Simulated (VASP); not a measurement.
# LaPPd3 (I-43m) in VASP: single point with PBE

Aim: the single point of LaPPd3 with PBE.

Everything below comes from runs of VASP 6.6.1. Logs are shortened: lines on timing, memory, paths and dates and some standing lists are left out, and cuts for length are marked.

## Step 1: The cell of the first run

It takes space group I-43m (No. 217, cubic). Conventional cell: a = 9.032 Å, b = 9.032 Å, c = 9.032 Å, α = 90.00°, β = 90.00°, γ = 90.00°. La (site symmetry -43m) has 4 P at 3.03 Å and 12 Pd at 3.47 Å within 4.0 Å. La (site symmetry -42m) has 12 Pd at 2.98 to 3.23 Å and 4 P at 3.71 Å within 3.9 Å. Within 3.1 Å of Pd (site symmetry m) lie 2 P at 2.38 to 2.39 Å and 6 Pd at 2.84 to 3.03 Å and 1 La at 2.98 Å. Within 3.1 Å of P (site symmetry 3m) lie 6 Pd at 2.38 to 2.39 Å and 1 La at 3.03 Å.

## Step 2: Single point, PBE

Contents of INCAR:

```
ALGO = Normal
EDIFF = 1E-6
ENCUT = 520
GGA = PE
ISIF = 2
ISMEAR = 0
LASPH = True
LCHARG = False
LREAL = Auto
LWAVE = False
NBANDS = 108
NELM = 100
PREC = Accurate
SIGMA = 0.1
```

Contents of KPOINTS:

```
k-points
0
Gamma
  4 4 4
```

Contents of POSCAR:

```
LaPPd3
1.0
   -4.5158500000      4.5158500000      4.5158500000
    4.5158500000     -4.5158500000      4.5158500000
    4.5158500000      4.5158500000     -4.5158500000
La Pd P
4 12 4
Direct
    0.0000000000      0.0000000000      0.0000000000
    0.0000000000      0.5000000000      0.5000000000
    0.5000000000      0.0000000000      0.5000000000
    0.5000000000      0.5000000000      0.0000000000
    0.3166000000      0.3166000000      0.5388000000
    0.6834000000      0.2222000000      0.0000000000
    0.7778000000      0.7778000000      0.4612000000
    0.2222000000      0.6834000000      0.0000000000
    0.5388000000      0.3166000000      0.3166000000
    1.0000000000      0.6834000000      0.2222000000
    0.4612000000      0.7778000000      0.7778000000
    0.0000000000      0.2222000000      0.6834000000
    0.3166000000      0.5388000000      0.3166000000
    0.2222000000      0.0000000000      0.6834000000
    0.7778000000      0.4612000000      0.7778000000
    0.6834000000      1.0000000000      0.2222000000
    0.6130000000      0.6130000000      0.6130000000
    0.3870000000      0.0000000000      0.0000000000
    0.0000000000      0.0000000000      0.3870000000
    0.0000000000      0.3870000000      0.0000000000
```

Potentials or basis: VASP PAW PBE potentials, release 64 (La, Pd, P).

Started as:

```sh
cat potpaw_PBE.64/La/POTCAR potpaw_PBE.64/Pd/POTCAR potpaw_PBE.64/P/POTCAR > POTCAR
mpirun -np 1 vasp_std > vasp.out
```

OUTCAR:

```text
EDIFF = 1E-6
   ENCUT = 520
   GGA = PE
   ISIF = 2
   ISMEAR = 0
   LASPH = True
   LREAL = Auto
   NELM = 100
   PREC = Accurate

 ion  position               nearest neighbor table
   1  0.000  0.000  0.000-  17 3.03  18 3.03  19 3.03  20 3.03   8 3.47  10 3.47  12 3.47  14 3.47
                            16 3.47   9 3.47  13 3.47   5 3.47   6 3.47   7 3.47  15 3.47  11 3.47
   2  0.000  0.500  0.500-   9 2.98  10 2.98  11 2.98  12 2.98  15 3.23   8 3.23   5 3.23  13 3.23
                            14 3.23   7 3.23   6 3.23  16 3.23
   3  0.500  0.000  0.500-  13 2.98  14 2.98  15 2.98  16 2.98  11 3.23  12 3.23   6 3.23   7 3.23
                             9 3.23   5 3.23   8 3.23  10 3.23
   4  0.500  0.500  0.000-   5 2.98   6 2.98   7 2.98   8 2.98  11 3.23  15 3.23   9 3.23  13 3.23
                            10 3.23  16 3.23  14 3.23  12 3.23
   5  0.317  0.317  0.539-  19 2.38  17 2.39   9 2.84  13 2.84   4 2.98  14 3.03  15 3.03  12 3.03
                            11 3.03   3 3.23   2 3.23   1 3.47
   6  0.683  0.222  0.000-  20 2.38  18 2.39  11 2.84  16 2.84   4 2.98  15 3.03  10 3.03   9 3.03
                            14 3.03   2 3.23   3 3.23   1 3.47
   7  0.778  0.778  0.461-  17 2.38  19 2.39  12 2.84  14 2.84   4 2.98  10 3.03  16 3.03   9 3.03
                            13 3.03   3 3.23   2 3.23   1 3.47
   8  0.222  0.683  0.000-  18 2.38  20 2.39  10 2.84  15 2.84   4 2.98  11 3.03  16 3.03  12 3.03
                            13 3.03   3 3.23   2 3.23   1 3.47
   9  0.539  0.317  0.317-  18 2.38  17 2.39   5 2.84  13 2.84   2 2.98  15 3.03  16 3.03   7 3.03
                             6 3.03   3 3.23   4 3.23   1 3.47
  10  0.000  0.683  0.222-  19 2.38  20 2.39   8 2.84  15 2.84   2 2.98  14 3.03   7 3.03   6 3.03
                            13 3.03   3 3.23   4 3.23   1 3.47
  11  0.461  0.778  0.778-  17 2.38  18 2.39   6 2.84  16 2.84   2 2.98  14 3.03   5 3.03   8 3.03
                            13 3.03   3 3.23   4 3.23   1 3.47
  12  0.000  0.222  0.683-  20 2.38  19 2.39   7 2.84  14 2.84   2 2.98  15 3.03  16 3.03   8 3.03
                             5 3.03   4 3.23   3 3.23   1 3.47
  13  0.317  0.539  0.317-  20 2.38  17 2.39   5 2.84   9 2.84   3 2.98  10 3.03  11 3.03   8 3.03
                             7 3.03   2 3.23   4 3.23   1 3.47
  14  0.222  0.000  0.683-  18 2.38  19 2.39   7 2.84  12 2.84   3 2.98  11 3.03   6 3.03   5 3.03
                            10 3.03   4 3.23   2 3.23   1 3.47
  15  0.778  0.461  0.778-  17 2.38  20 2.39   8 2.84  10 2.84   3 2.98   6 3.03  12 3.03   5 3.03
                             9 3.03   2 3.23   4 3.23   1 3.47
  16  0.683  0.000  0.222-  19 2.38  18 2.39   6 2.84  11 2.84   3 2.98   7 3.03  12 3.03   8 3.03
                             9 3.03   2 3.23   4 3.23   1 3.47
  17  0.613  0.613  0.613-   7 2.38  11 2.38  15 2.38  13 2.39   9 2.39   5 2.39   1 3.03
  18  0.387  0.000  0.000-   8 2.38   9 2.38  14 2.38   6 2.39  16 2.39  11 2.39   1 3.03
  19  0.000  0.000  0.387-   5 2.38  10 2.38  16 2.38  14 2.39  12 2.39   7 2.39   1 3.03
  20  0.000  0.387  0.000-   6 2.38  12 2.38  13 2.38   8 2.39  10 2.39  15 2.39   1 3.03

  LATTYP: Found a body centered cubic cell.
 ALAT       =     9.0317000000

  Lattice vectors:

 A1 = (  -4.5158500000,   4.5158500000,   4.5158500000)
 A2 = (   4.5158500000,  -4.5158500000,   4.5158500000)
 A3 = (   4.5158500000,   4.5158500000,  -4.5158500000)

Analysis of symmetry for initial positions (statically):
=====================================================================
 Subroutine PRICEL returns:
 Original cell was already a primitive cell.

 Routine SETGRP: Setting up the symmetry group for a
 body centered cubic supercell.

 Subroutine GETGRP returns: Found 24 space group operations
 (whereof 24 operations were pure point group operations)
 out of a pool of 48 trial point group operations.

The static configuration has the point symmetry T_d .

Analysis of symmetry for dynamics (positions and initial velocities):
=====================================================================
 Subroutine PRICEL returns:
 Original cell was already a primitive cell.

 Routine SETGRP: Setting up the symmetry group for a
 body centered cubic supercell.

 Subroutine GETGRP returns: Found 24 space group operations
 (whereof 24 operations were pure point group operations)
 out of a pool of 48 trial point group operations.

The dynamic configuration has the point symmetry T_d .

 Subroutine INISYM returns: Found 24 space group operations
 (whereof 24 operations are pure point group operations),
 and found     1 'primitive' translations

----------------------------------------------------------------------------------------

                                     Primitive cell

  volume of cell :     368.3651

  direct lattice vectors                    reciprocal lattice vectors
[... 65 lines left out ...]
     0.027680282  0.027680282  0.000000000     0.000000000  0.000000000  0.250000000

  Length of vectors
     0.039145830  0.039145830  0.039145830

  Shift w.r.t. Gamma in fractional coordinates (k-lattice)
     0.000000000  0.000000000  0.000000000

 Subroutine IBZKPT returns following result:
 ===========================================

 Found      8 irreducible k-points:

 Following reciprocal coordinates:
            Coordinates               Weight
  0.000000  0.000000  0.000000      1.000000
  0.250000  0.000000  0.000000     12.000000
  0.500000  0.000000  0.000000      6.000000
  0.250000  0.250000  0.000000     24.000000
  0.250000  0.250000  0.250000      2.000000
 -0.250000  0.250000  0.250000      6.000000
  0.500000  0.500000  0.250000     12.000000
  0.500000  0.500000  0.500000      1.000000
   k-points           NKPTS =      8   k-points in BZ     NKDIM =      8   number of bands    NBANDS=    108
   number of dos      NEDOS =    301   number of ions     NIONS =     20
   total plane-waves  NPLWV = 216000
   dimension x,y,z NGX =    60 NGY =   60 NGZ =   60
   dimension x,y,z NGXF=   120 NGYF=  120 NGZF=  120
   ions per type =               4  12   4
   NGX,Y,Z   is equivalent  to a cutoff of  12.75, 12.75, 12.75 a.u.
   NGXF,Y,Z  is equivalent  to a cutoff of  25.51, 25.51, 25.51 a.u.
 SYSTEM =  unknown system
   PREC   = accura    normal or accurate (medium, high low for compatibility)
   ISTART =      0    job   : 0-new  1-cont  2-samecut
   ICHARG =      2    charge: 1-file 2-atom 10-const
   ISPIN  =      1    spin polarized calculation?
   LNONCOLLINEAR =      F non collinear calculations
   LSORBIT =      F    spin-orbit coupling
   LASPH  =      T    aspherical Exc in radial PAW
   ENCUT  =  520.0 eV  38.22 Ry    6.18 a.u.  14.54 14.54 14.54*2*pi/ulx,y,z
   NELM   =    100;   NELMIN=  2; NELMDL= -5     # of ELM steps
   EDIFF  = 0.1E-05   stopping-criterion for ELM
   LREAL  =      T    real-space projection
   EDIFFG = 0.1E-04   stopping-criterion for IOM
   NSW    =      0    number of steps for IOM
   IBRION =     -1    ionic relax: 0-MD 1-quasi-New 2-CG
   NFREE  =      0    steps in history (QN), initial steepest desc. (CG)
   ISIF   =      2    stress and relaxation
   ISYM   =      2    0-nonsym 1-usesym 2-fastsym
   POTIM  = 0.5000    time-step for ionic-motion
   TEBEG  =    0.0;   TEEND  =   0.0 temperature during run
   PSTRESS=    0.0 pullay stress
   NELECT =     184.0000    total number of electrons
   NUPDOWN=      -1.0000    fix difference up-down
   EMIN   =  10.00;   EMAX   =-10.00  energy-range for DOS
   EFERMI =   0.00;   METHOD = LEGACY
   ISMEAR =     0;   SIGMA  =   0.10  broadening in eV -4-tet -1-fermi 0-gaus
   EFERMI_NEDOS =   21; number of points for ismear=-14 and -15
   IALGO  =     38    algorithm
   IMIX   =      4    mixing-type and parameters
     AMIX     =   0.40;   BMIX     =  1.00
     AMIX_MAG =   1.60;   BMIX_MAG =  1.00
  volume/ion in A,a.u.               =      18.42       124.29
  Fermi-wavevector in a.u.,A,eV,Ry     =   1.298937  2.454634 22.956241  1.687236
  Thomas-Fermi vector in A             =   2.430233
   LORBIT       =      0    0 simple, 1 ext, 2 COOP (PROOUT), +10 PAW based schemes
   GGA     = PE    functional components
   LHFCALC =     F    Hartree Fock is set to
   AEXX    =    0.0000 exact exchange contribution
   IVDW    =     0    specifies the selected vdW correction
   LEPSILON=     F    determine dielectric tensor
   LRPA    =     F    only Hartree local field effects (RPA)
 non-spin polarized calculation
 Gauss-broadening in eV      SIGMA  =   0.10
  energy-cutoff  :      520.00
  volume of cell :      368.37
 maximum number of plane-waves:     10005
 NGX is ok and might be reduce to    60
   NGX = 29   NGY = 29   NGZ = 29

 number of electron     184.0000010 magnetization

 Free energy of the ion-electron system (eV)
  ---------------------------------------------------
  ext. energy  EPLUGINS =         0.00000000
  ---------------------------------------------------
  free energy    TOTEN  =      -122.28021466 eV

  energy without entropy =     -122.27062606  energy(sigma->0) =     -122.27542036

 E-fermi :   9.6046     XC(G=0): -11.6652

 val. band max:        9.5703976334   @ k =   0.0000   0.0000   0.0000
 cond. band min:       9.7654014663   @ k =   0.2500   0.0000   0.0000
 fundamental gap:      0.1950038329
 Fermi energy:         9.6046051613

 k-point     1 :       0.0000    0.0000    0.0000
  band No.  band energies     occupation
      1     -23.1054      2.00000
      2     -22.8757      2.00000
      3     -22.8638      2.00000
      4     -22.8638      2.00000
      5      -6.9405      2.00000
      6      -6.9405      2.00000
[... 845 lines left out ...]
    103      11.5633      0.00000
    104      11.5634      0.00000
 [bands above 104 left out]

------------------------ aborting loop because EDIFF is reached ----------------------------------------

  FORCE on cell =-STRESS in cart. coord.  units (eV):
  Direction    XX          YY          ZZ          XY          YZ          ZX
  --------------------------------------------------------------------------------------
  -------------------------------------------------------------------------------------
  Total        9.2069195      9.2069195      9.2069195     -0.0000000     -0.0000000      0.0000000
  in kB       40.0448261     40.0448261     40.0448261     -0.0000000     -0.0000000      0.0000000
  external PRESSURE =      40.0448261 kB  Pullay stress =       0.0000000 kB

 VOLUME and BASIS-vectors are now :
 -----------------------------------------------------------------------------
  energy-cutoff  :      520.00
  volume of cell :      368.37
      direct lattice vectors                 reciprocal lattice vectors
    -4.515850000  4.515850000  4.515850000     0.000000000  0.110721127  0.110721127
     4.515850000 -4.515850000  4.515850000     0.110721127  0.000000000  0.110721127
     4.515850000  4.515850000 -4.515850000     0.110721127  0.110721127  0.000000000

 POSITION                                       TOTAL-FORCE (eV/Angst)
 -----------------------------------------------------------------------------------
      0.00000      0.00000      0.00000         0.000000     -0.000000      0.000000
      4.51585      0.00000      0.00000         0.000000     -0.000000      0.000000
      0.00000      4.51585      0.00000         0.000000     -0.000000      0.000000
      0.00000      0.00000      4.51585         0.000000     -0.000000      0.000000
      2.43314      2.43314      0.42630         0.001790      0.001790     -0.240303
     -2.08271      2.08271      4.08955         0.001790     -0.001790      0.240303
[... 12 lines left out ...]
      1.74763      1.74763     -1.74763        -0.378605     -0.378605      0.378605
      1.74763     -1.74763      1.74763        -0.378605      0.378605     -0.378605
 -----------------------------------------------------------------------------------
    total drift:                               -0.000002     -0.000002     -0.000002

  FREE ENERGIE OF THE ION-ELECTRON SYSTEM (eV)
  ---------------------------------------------------
  free  energy   TOTEN  =      -122.2802146595 eV

  energy  without entropy=     -122.2706260552  energy(sigma->0) =     -122.27542036
```

Wall time 30 min (1 thread of Intel Xeon 8259CL, shared host); peak memory 0.63 GiB.

Results:

```
Free energy            : -122.2802 eV
Pressure               : 4.0 GPa
Largest force          : 0.656 eV/Å
Band gap on the k mesh : 0.08 eV (least direct gap 0.30 eV)
```

Forces in eV/Å, atoms in the order of the input:
```
La   0.000  0.000  0.000
La   0.000  0.000  0.000
La   0.000  0.000  0.000
La   0.000  0.000  0.000
Pd   0.002  0.002 -0.240
Pd   0.002 -0.002  0.240
Pd  -0.002 -0.002 -0.240
Pd  -0.002  0.002  0.240
Pd  -0.240  0.002  0.002
Pd   0.240  0.002 -0.002
Pd  -0.240 -0.002 -0.002
Pd   0.240 -0.002  0.002
Pd   0.002 -0.240  0.002
Pd  -0.002  0.240  0.002
Pd  -0.002 -0.240 -0.002
Pd   0.002  0.240 -0.002
P    0.379  0.379  0.379
P    0.379 -0.379 -0.379
P   -0.379 -0.379  0.379
P   -0.379  0.379 -0.379
```

Levels at points of the mesh, in eV from the valence-band top:
| k point | band 89 | band 90 | band 91 | band 92 | band 93 | band 94 | band 95 | band 96 |
| --- | --- | --- | --- | --- | --- | --- | --- | --- |
| (0.00, 0.00, 0.00) | -0.92 | -0.37 | -0.37 | -0.37 | 0.08 | 0.08 | 1.07 | 1.63 |
| (0.50, 0.00, 0.00) | -0.29 | -0.21 | -0.17 | -0.06 | 0.71 | 0.99 | 1.05 | 1.27 |
| (0.50, 0.50, 0.50) | -0.73 | -0.29 | -0.29 | -0.29 | 1.19 | 1.19 | 1.19 | 1.47 |

Caveat: the cell stands under pressure; the smearing spreads over this small gap; semilocal functionals underestimate gaps, and a narrow one can read as zero; spin-orbit coupling is left out, which moves the levels of the heavy elements.

The gap in the log of VASP goes by the Fermi energy; the results here count the filled bands.